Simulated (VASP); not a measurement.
Input of a VASP 6.6.1 run:

The input INCAR:

```
ALGO = Normal
EDIFF = 1E-7
EDIFFG = -0.05
ENCUT = 600
GGA_COMPAT = F
IBRION = 2
ISIF = 3
ISMEAR = 0
LASPH = T
LCHARG = F
LREAL = F
LWAVE = F
NELM = 120
NELMIN = 4
NSW = 100
PREC = Accurate
SIGMA = 0.1
```

The input KPOINTS:

```
k-points
0
Gamma
  6 6 6
```

POSCAR

```
HfO2
1.0
    0.0000000000      2.5575000000      2.5575000000
    2.5575000000      0.0000000000      2.5575000000
    2.5575000000      2.5575000000      0.0000000000
Hf O
1 2
Direct
    0.0000000000      0.0000000000      0.0000000000
    0.2500000000      0.2500000000      0.2500000000
    0.7500000000      0.7500000000      0.7500000000
```

Potentials or basis: VASP PAW LDA potentials, release 64 (Hf_pv, O).

The run is started by

```sh
$ cat potpaw_LDA.64/Hf_pv/POTCAR potpaw_LDA.64/O/POTCAR > POTCAR
$ mpirun -np 1 vasp_std > vasp.out
```

**Question.** What does it give for the relaxed cell?

**Answer.** a = 3.522 Å, b = 3.522 Å, c = 3.522 Å, α = 60.00°, β = 60.00°, γ = 60.00°.

**Question.** Estimate the space group after relaxing (to 0.1 Å).

**Answer.** Fm-3m (No. 225).

Final structure:
```yaml
crystal:
  lattice:
    - [0.00000, 2.49031, 2.49031]
    - [2.49031, 0.00000, 2.49031]
    - [2.49031, 2.49031, 0.00000]
  atoms:
    - { symbol: Hf, position: [0.00000, 0.00000, 0.00000] }
    - { symbol: O, position: [0.25000, 0.25000, 0.25000] }
    - { symbol: O, position: [0.75000, 0.75000, 0.75000] }
```

 LDA usually gives volumes a few per cent too small.
